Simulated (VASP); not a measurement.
# Si2Ni (P-3m1) in VASP: further runs

The runs below take Si2Ni through single point, with PBEsol.

Program: VASP 6.6.1. These are calculated values, not measurements. Logs are shortened: lines on timing, memory, paths and dates and some standing lists are left out, and cuts for length are marked.

### Step 1. The cell of the first run

It takes space group P-3m1 (No. 164, trigonal). The conventional cell has a = 3.812 Å, b = 3.812 Å, c = 15.338 Å, α = 90.00°, β = 90.00°, γ = 120.00°. Within 3.1 Å of Si (site symmetry 3m) lie 4 Ni at 2.33 Å and 6 Si at 2.70 Å. Within 3.1 Å of Si (site symmetry 3m) lie 3 Ni at 2.33 Å and 3 Si at 2.70 Å. Within 3.1 Å of Si (site symmetry 3m) lie 4 Ni at 2.33 Å and 6 Si at 2.70 Å. Ni (site symmetry -3m) has 8 Si at 2.33 Å within 3.1 Å. Within 3.1 Å of Ni (site symmetry 3m) lie 7 Si at 2.33 Å.

### Step 2. Single point, PBEsol (the distance across one plane changed)

Contents of INCAR:

```
SYSTEM = Si2Ni
ALGO = Normal ; EDIFF = 1E-6
ENCUT = 520 ; GGA = PS
ISIF = 2 ; ISMEAR = 0
LASPH = .TRUE. ; LCHARG = .FALSE.
LREAL = .FALSE. ; LWAVE = .FALSE.
NBANDS = 37 ; NELM = 80
PREC = Accurate ; SIGMA = 0.15
```

Contents of KPOINTS:

```
k-points
0
G
  14 14 5
  0 0 0
```

Contents of POSCAR:

```
Si2Ni
1.0
    2.6957048483     -2.6957048483      0.0000000000
    2.6957048483      0.0000000000     -2.6957048483
    8.8555113116      8.8555113116      8.8555113116
Si Ni
6 3
Direct
    0.6666666667      0.6666666667      0.2536850199
    1.0000000000      0.0000000000      0.0507451216
    0.3333333333      0.3333333333      0.4566249183
    0.6666666667      0.6666666667      0.5580948675
    1.0000000000      0.0000000000      0.3551549691
    0.3333333333      0.3333333333      0.1522150708
    0.3333333333      0.3333333333      0.3044199945
    0.6666666667      0.6666666667      0.1014800962
    1.0000000000      0.0000000000      0.5073598929
```

Potentials or basis: VASP PAW PBE potentials, release 64 (Si, Ni).

Launch:

```
cat potpaw_PBE.64/Si/POTCAR potpaw_PBE.64/Ni/POTCAR > POTCAR
mpirun -np 1 vasp_std > vasp.out
```

OUTCAR:

```text
SYSTEM = Si2Ni
   EDIFF = 1E-6
   ENCUT = 520
   GGA = PS
   ISIF = 2
   ISMEAR = 0
   LASPH = .TRUE.
   LREAL = .FALSE.
   NELM = 80
   PREC = Accurate

 ion  position               nearest neighbor table
   1  0.667  0.667  0.254-   8 2.33   7 2.33   7 2.33   7 2.33   6 2.70   6 2.70   6 2.70   5 2.70
                             5 2.70   5 2.70
   2  0.000  0.000  0.051-   8 2.33   8 2.33   8 2.33   6 2.70   6 2.70   6 2.70
   3  0.333  0.333  0.457-   9 2.33   9 2.33   9 2.33   7 2.33   5 2.70   4 2.70   4 2.70   5 2.70
                             5 2.70   4 2.70
   4  0.667  0.667  0.558-   9 2.33   9 2.33   9 2.33   3 2.70   3 2.70   3 2.70
   5  0.000  0.000  0.355-   7 2.33   7 2.33   7 2.33   9 2.33   1 2.70   3 2.70   3 2.70   1 2.70
                             3 2.70   1 2.70
   6  0.333  0.333  0.152-   7 2.33   8 2.33   8 2.33   8 2.33   1 2.70   1 2.70   1 2.70   2 2.70
                             2 2.70   2 2.70
   7  0.333  0.333  0.304-   6 2.33   5 2.33   1 2.33   1 2.33   5 2.33   5 2.33   3 2.33   1 2.33

   8  0.667  0.667  0.101-   1 2.33   6 2.33   6 2.33   2 2.33   2 2.33   2 2.33   6 2.33
   9  0.000  0.000  0.507-   3 2.33   4 2.33   3 2.33   3 2.33   4 2.33   4 2.33   5 2.33

  LATTYP: Found a hexagonal cell.
 ALAT       =     3.8123023566
 C/A-ratio  =     4.0233418244

  Lattice vectors:

 A1 = (  -2.6957048483,   0.0000000000,   2.6957048483)
 A2 = (   2.6957048483,  -2.6957048483,   0.0000000000)
 A3 = (   8.8555113116,   8.8555113116,   8.8555113116)

Analysis of symmetry for initial positions (statically):
=====================================================================
 Subroutine PRICEL returns:
 Original cell was already a primitive cell.

 Routine SETGRP: Setting up the symmetry group for a
 hexagonal supercell.

 Subroutine GETGRP returns: Found 12 space group operations
 (whereof  6 operations were pure point group operations)
 out of a pool of 24 trial point group operations.

The static configuration has the point symmetry C_3v.
 The point group associated with its full space group is D_3d.

Analysis of symmetry for dynamics (positions and initial velocities):
=====================================================================
 Subroutine PRICEL returns:
 Original cell was already a primitive cell.

 Routine SETGRP: Setting up the symmetry group for a
 hexagonal supercell.

 Subroutine GETGRP returns: Found 12 space group operations
 (whereof  6 operations were pure point group operations)
 out of a pool of 24 trial point group operations.

The dynamic configuration has the point symmetry C_3v.
 The point group associated with its full space group is D_3d.

 Subroutine INISYM returns: Found 12 space group operations
 (whereof  6 operations are pure point group operations),
 and found     1 'primitive' translations

----------------------------------------------------------------------------------------

                                     Primitive cell

  volume of cell :     193.0543

  direct lattice vectors                    reciprocal lattice vectors
     2.695704848 -2.695704848  0.000000000     0.123653498 -0.247306995  0.123653498
     2.695704848  0.000000000 -2.695704848     0.123653498  0.123653498 -0.247306995
     8.855511312  8.855511312  8.855511312     0.037641342  0.037641342  0.037641342

  length of vectors
     3.812302357  3.812302357 15.338195519     0.302887974  0.302887974  0.065196717

  position of ions in fractional coordinates (direct lattice)
     0.666666667  0.666666667  0.253685020
     0.000000000  0.000000000  0.050745122
     0.333333333  0.333333333  0.456624918
     0.666666667  0.666666667  0.558094868
     0.000000000  0.000000000  0.355154969
     0.333333333  0.333333333  0.152215071
     0.333333333  0.333333333  0.304419995
     0.666666667  0.666666667  0.101480096
     0.000000000  0.000000000  0.507359893

  ion indices of the primitive-cell ions
   primitive index   ion index
                 1           1
                 2           2
                 3           3
                 4           4
                 5           5
                 6           6
                 7           7
                 8           8
                 9           9

----------------------------------------------------------------------------------------

 KPOINTS: k-points

Automatic generation of k-mesh.
 Grid dimensions read from file:
 generate k-points for:   14   14    5

 Generating k-lattice:

  Cartesian coordinates                     Fractional coordinates (reciprocal lattice)
     0.008832393 -0.017664785  0.008832393     0.071428571  0.000000000  0.000000000
     0.008832393  0.008832393 -0.017664785     0.000000000  0.071428571  0.000000000
     0.007528268  0.007528268  0.007528268     0.000000000  0.000000000  0.200000000

  Length of vectors
     0.021634855  0.021634855  0.013039343

  Shift w.r.t. Gamma in fractional coordinates (k-lattice)
     0.000000000  0.000000000  0.000000000

 Subroutine IBZKPT returns following result:
 ===========================================

 Found    104 irreducible k-points:

 Following reciprocal coordinates:
            Coordinates               Weight
  0.000000  0.000000  0.000000      1.000000
  0.071429  0.000000  0.000000      6.000000
  0.142857  0.000000  0.000000      6.000000
  0.214286  0.000000  0.000000      6.000000
  0.285714  0.000000  0.000000      6.000000
  0.357143  0.000000  0.000000      6.000000
[... 16 lines left out ...]
 -0.428571  0.285714  0.000000      6.000000
 -0.357143  0.285714 -0.000000      6.000000
 [... further k-points ...]
   k-points           NKPTS =    104   k-points in BZ     NKDIM =    104   number of bands    NBANDS=     37
   number of dos      NEDOS =    301   number of ions     NIONS =      9
   total plane-waves  NPLWV =  94080
   dimension x,y,z NGX =    28 NGY =   28 NGZ =  120
   dimension x,y,z NGXF=    56 NGYF=   56 NGZF=  240
   ions per type =               6   3
   NGX,Y,Z   is equivalent  to a cutoff of  12.21, 12.21, 13.01 a.u.
   NGXF,Y,Z  is equivalent  to a cutoff of  24.42, 24.42, 26.01 a.u.
 SYSTEM =  Si2Ni
   PREC   = accura    normal or accurate (medium, high low for compatibility)
   ISTART =      0    job   : 0-new  1-cont  2-samecut
   ICHARG =      2    charge: 1-file 2-atom 10-const
   ISPIN  =      1    spin polarized calculation?
   LNONCOLLINEAR =      F non collinear calculations
   LSORBIT =      F    spin-orbit coupling
   LASPH  =      T    aspherical Exc in radial PAW
   ENCUT  =  520.0 eV  38.22 Ry    6.18 a.u.   7.09  7.09 28.52*2*pi/ulx,y,z
   NELM   =     80;   NELMIN=  2; NELMDL= -5     # of ELM steps
   EDIFF  = 0.1E-05   stopping-criterion for ELM
   LREAL  =      F    real-space projection
   EDIFFG = 0.1E-04   stopping-criterion for IOM
   NSW    =      0    number of steps for IOM
   IBRION =     -1    ionic relax: 0-MD 1-quasi-New 2-CG
   NFREE  =      0    steps in history (QN), initial steepest desc. (CG)
   ISIF   =      2    stress and relaxation
   ISYM   =      2    0-nonsym 1-usesym 2-fastsym
   POTIM  = 0.5000    time-step for ionic-motion
   TEBEG  =    0.0;   TEEND  =   0.0 temperature during run
   PSTRESS=    0.0 pullay stress
   NELECT =      54.0000    total number of electrons
   NUPDOWN=      -1.0000    fix difference up-down
   EMIN   =  10.00;   EMAX   =-10.00  energy-range for DOS
   EFERMI =   0.00;   METHOD = LEGACY
   ISMEAR =     0;   SIGMA  =   0.15  broadening in eV -4-tet -1-fermi 0-gaus
   EFERMI_NEDOS =   21; number of points for ismear=-14 and -15
   IALGO  =     38    algorithm
   IMIX   =      4    mixing-type and parameters
     AMIX     =   0.40;   BMIX     =  1.00
     AMIX_MAG =   1.60;   BMIX_MAG =  1.00
  volume/ion in A,a.u.               =      21.45       144.76
  Fermi-wavevector in a.u.,A,eV,Ry     =   1.070647  2.023229 15.596149  1.146285
  Thomas-Fermi vector in A             =   2.206363
   LORBIT       =      0    0 simple, 1 ext, 2 COOP (PROOUT), +10 PAW based schemes
   GGA     = PS    functional components
   LHFCALC =     F    Hartree Fock is set to
   AEXX    =    0.0000 exact exchange contribution
   IVDW    =     0    specifies the selected vdW correction
   LEPSILON=     F    determine dielectric tensor
   LRPA    =     F    only Hartree local field effects (RPA)
 non-spin polarized calculation
 Gauss-broadening in eV      SIGMA  =   0.15
  energy-cutoff  :      520.00
  volume of cell :      193.05
 maximum number of plane-waves:      5231
   NGX = 15   NGY = 15   NGZ = 57

 number of electron      54.0000001 magnetization

 Free energy of the ion-electron system (eV)
  ---------------------------------------------------
  ext. energy  EPLUGINS =         0.00000000
  ---------------------------------------------------
  free energy    TOTEN  =       -54.94579888 eV

  energy without entropy =      -54.90060493  energy(sigma->0) =      -54.92320191

 E-fermi :   4.4960     XC(G=0):  -8.2510

 val. band max:        4.4814562890   @ k =   0.5000   0.0000   0.4000
 cond. band min:       4.5174154163   @ k =   0.3571   0.3571   0.4000
 fundamental gap:      0.0359591273
 Fermi energy:         4.4959926447

 k-point     1 :       0.0000    0.0000    0.0000
  band No.  band energies     occupation
      1      -8.9652      2.00000
      2      -7.7601      2.00000
      3      -6.3416      2.00000
      4      -3.9606      2.00000
      5      -1.9950      2.00000
      6      -0.6232      2.00000
[... 29 lines left out ...]
     36       7.5690      0.00000
     37       7.5690      0.00000

 k-point     2 :       0.0714    0.0000    0.0000
  band No.  band energies     occupation
      1      -8.8979      2.00000
      2      -7.6944      2.00000
      3      -6.2751      2.00000
      4      -3.9182      2.00000
      5      -1.9878      2.00000
      6      -0.7645      2.00000
[... 29 lines left out ...]
     36       7.8443      0.00000
     37       8.2384      0.00000
[... 838 lines left out ...]
     36       9.3518      0.00000
     37       9.3984      0.00000

 k-point    24 :      -0.3571    0.2857   -0.0000
  band No.  band energies     occupation
      1      -5.2396      2.00000
      2      -5.1494      2.00000
      3      -4.5405      2.00000
      4      -4.4084      2.00000
      5      -3.6678      2.00000
      6      -3.4531      2.00000
[... 29 lines left out ...]
     36       9.3339      0.00000
     37       9.6649      0.00000

 [... further k-points ...]
[... 5 lines left out ...]
  --------------------------------------------------------------------------------------
  -------------------------------------------------------------------------------------
  Total       -3.6711519     -3.6711519     -3.6711519      0.5071426      0.5071426      0.5071426
  in kB      -30.4672570    -30.4672570    -30.4672570      4.2088271      4.2088271      4.2088271
  external PRESSURE =     -30.4672570 kB  Pullay stress =       0.0000000 kB

 VOLUME and BASIS-vectors are now :
 -----------------------------------------------------------------------------
  energy-cutoff  :      520.00
  volume of cell :      193.05
      direct lattice vectors                 reciprocal lattice vectors
     2.695704848 -2.695704848  0.000000000     0.123653498 -0.247306995  0.123653498
     2.695704848  0.000000000 -2.695704848     0.123653498  0.123653498 -0.247306995
     8.855511312  8.855511312  8.855511312     0.037641342  0.037641342  0.037641342

 POSITION                                       TOTAL-FORCE (eV/Angst)
 -----------------------------------------------------------------------------------
      5.84078      0.44937      0.44937        -0.222082     -0.222082     -0.222082
      0.44937      0.44937      0.44937         0.375009      0.375009      0.375009
      5.84078      3.14508      3.14508         0.344012      0.344012      0.344012
      8.53649      3.14508      3.14508        -0.375009     -0.375009     -0.375009
      3.14508      3.14508      3.14508         0.222082      0.222082      0.222082
      3.14508      0.44937      0.44937        -0.344012     -0.344012     -0.344012
      4.49293      1.79723      1.79723         0.000000     -0.000000     -0.000000
      4.49293     -0.89848     -0.89848         0.087075      0.087075      0.087075
      4.49293      4.49293      4.49293        -0.087075     -0.087075     -0.087075
 -----------------------------------------------------------------------------------
    total drift:                                0.000027      0.000026      0.000026

  FREE ENERGIE OF THE ION-ELECTRON SYSTEM (eV)
  ---------------------------------------------------
  free  energy   TOTEN  =       -54.9457988806 eV

  energy  without entropy=      -54.9006049333  energy(sigma->0) =      -54.92320191
```

Wall time 26 min (1 thread of Intel Xeon 8259CL, shared host); peak memory 0.68 GiB.

Results:

```
Free energy            : -54.9458 eV
Pressure               : -3.0 GPa
Largest force          : 0.650 eV/Å
Band gap on the k mesh : zero (bands 27 and 28 overlap by 1.59 eV)
```

Forces in eV/Å, atoms in the order of the input:
```
Si  -0.222 -0.222 -0.222
Si   0.375  0.375  0.375
Si   0.344  0.344  0.344
Si  -0.375 -0.375 -0.375
Si   0.222  0.222  0.222
Si  -0.344 -0.344 -0.344
Ni   0.000  0.000  0.000
Ni   0.087  0.087  0.087
Ni  -0.087 -0.087 -0.087
```

Levels at points of the mesh, in eV from the Fermi level:
| k point | band 25 | band 26 | band 27 | band 28 | band 29 | band 30 |
| --- | --- | --- | --- | --- | --- | --- |
| (0.00, 0.00, 0.00) | 0.62 | 0.83 | 1.08 | 1.84 | 1.92 | 1.92 |
| (0.50, 0.00, 0.00) | -1.91 | -1.56 | -1.55 | -0.02 | 0.18 | 0.57 |

Caveat: the cell differs from its parent crystal (the distance across one plane changed); the cell stands under tension; the PAW data sets were made with another functional, which shifts forces and pressure a little. Spin polarisation is off, so any magnetic state and its effect on volume and gap are missing.

(Part 1 of 2 ends here.)

The gap in the log of VASP goes by the Fermi energy; the results here count the filled bands.